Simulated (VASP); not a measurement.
# Ir: single point with RPBE

The system is Ir.

```
Ir
1.0
    -1.60323    1.60323    1.60323
     1.60323   -1.60323    1.60323
     1.60323    1.60323   -1.60323
Ir
1
Direct
  0.00000 0.00000 0.00000
```

This cell differs from its parent crystal: volume scaled by 1.08.

| Property | Result |
| --- | --- |
| Program | VASP 6.6.1 |
| Task | single point |
| Functional | RPBE |
| Potentials or basis | VASP PAW PBE potentials, release 64 (Ir) |
| Cutoff | 520 eV |
| k mesh | 16 × 16 × 16 |
| Occupations | fermi-dirac, width 0.1 eV |
| Spin | no spin polarisation |
| Dipole correction | no |
| Further INCAR settings | ALGO = Normal; EDIFF = 1e-07; NBANDS = 10 |

* Pressure: -18.0 GPa

Levels at points of the mesh, in eV from the Fermi level:
```tsv
k point	band 1	band 2	band 3	band 4	band 5	band 6	band 7	band 8	band 9
(0.00, 0.00, 0.00)	-9.31	-2.94	-2.94	-2.94	-0.41	-0.41	16.84	16.84	16.84
(0.50, 0.00, 0.00)	-6.26	-4.44	-0.58	-0.04	0.22	1.81	6.73	12.96	15.70
(0.50, 0.50, 0.50)	-5.75	-5.75	1.26	1.26	1.26	7.52	7.52	7.52	12.81
```

It took 14 s on 1 thread of Intel(R) Xeon(R) Platinum 8488C (Sapphire Rapids) (shared host), peak memory 0.16 GiB.

Caveat: the PAW data sets were made with another functional, which shifts forces and pressure a little; spin-orbit coupling is left out, which moves the levels of the heavy elements.
